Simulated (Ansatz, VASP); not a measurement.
**Two plane-wave programs on Nb**

INCAR

```
PREC = Accurate
ENCUT = 600
EDIFF = 1E-6
ISMEAR = 1
SIGMA = 0.1
LREAL = False
LASPH = True
NELM = 60
ALGO = Normal
ISIF = 3
LWAVE = False
LCHARG = False
GGA = PS
IBRION = 2
NSW = 60
EDIFFG = -0.005
```

KPOINTS

```
regular mesh
0
Gamma
  23 23 23
```

Contents of POSCAR:

```
Nb
1.0
   -1.6500000000      1.6500000000      1.6500000000
    1.6500000000     -1.6500000000      1.6500000000
    1.6500000000      1.6500000000     -1.6500000000
Nb
1
Direct
    0.0000000000      0.0000000000      0.0000000000
```

Input for Ansatz:

```yaml
crystal:
  lattice:
    - [-1.65, 1.65, 1.65]
    - [1.65, -1.65, 1.65]
    - [1.65, 1.65, -1.65]
  atoms:
    - { symbol: Nb, position: [0.0, 0.0, 0.0] }
kpoints:
  mp_grid: { grid: [23, 23, 23] }
scf:
  occupations: { method: cold, width: 0.1 }
hamiltonian:
  xc: pbesol
  pseudopotentials: { kind: paw }
output:
  forces: true
  stress: true
  populations: false
relax:
  f_tol: 0.005
  max_steps: 40
  cell: {}
```

Alike in both runs: task relaxation of cell and atoms; functional PBEsol; k mesh 23 × 23 × 23; no spin polarisation.

```csv
,VASP,Ansatz
version,VASP 6.6.1,Ansatz 0.2.0
potentials or method,"VASP PAW PBE potentials, release 64 (Nb_sv)","plane-wave PAW, scalar-relativistic"
plane-wave cutoff (eV),600,420
occupations,"methfessel-paxton of order 1, width 0.1 eV","cold, width 0.1 eV"
valence electrons in the cell,13,13
```

```csv
,VASP,Ansatz,Ansatz less VASP
relaxed volume (Å³/atom),17.46,17.49,+0.028
relaxed cell length with the largest relative difference (Å),2.831,2.832,+0.0015
```

VASP's potentials were made for PBE, not for PBEsol.
